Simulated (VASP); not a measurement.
A run of VASP 6.6.1 is set up as follows.

INCAR

```
  ALGO = Normal
  EDIFF = 1E-6
  EDIFFG = -0.005
  ENCUT = 600
  GGA = PE
  IBRION = 2
  ISIF = 3
  ISMEAR = -1
  LASPH = True
  LCHARG = False
  LREAL = False
  LWAVE = False
  NELM = 60
  NSW = 60
  PREC = Accurate
  PSTRESS = -68.0
  SIGMA = 0.1
```

File KPOINTS:

```
k-points
0
Gamma
  16 16 9
```

POSCAR

```
Rh
1.0
    2.7428161143      0.0000000000      0.0000000000
   -1.3714080572      2.3753484329      0.0000000000
    0.0000000000      0.0000000000      4.4433621051
Rh
2
Direct
    0.3333333333      0.6666666667      0.2500000000
    0.6666666667      0.3333333333      0.7500000000
```

Potentials or basis: VASP PAW PBE potentials, release 64 (Rh_pv).

Launch:

```console
$ cat potpaw_PBE.64/Rh_pv/POTCAR > POTCAR
$ mpirun -np 1 vasp_std > vasp.out
```

(1) Estimate the relaxed volume.

(2) What does it give for the band gap on the k mesh?

Results:

(1) 14.54 Å³/atom.

(2) zero (bands 15 and 16 overlap by 2.13 eV).

Caveat: the cell is relaxed towards a set pressure, so the run minimises the enthalpy, not the energy.
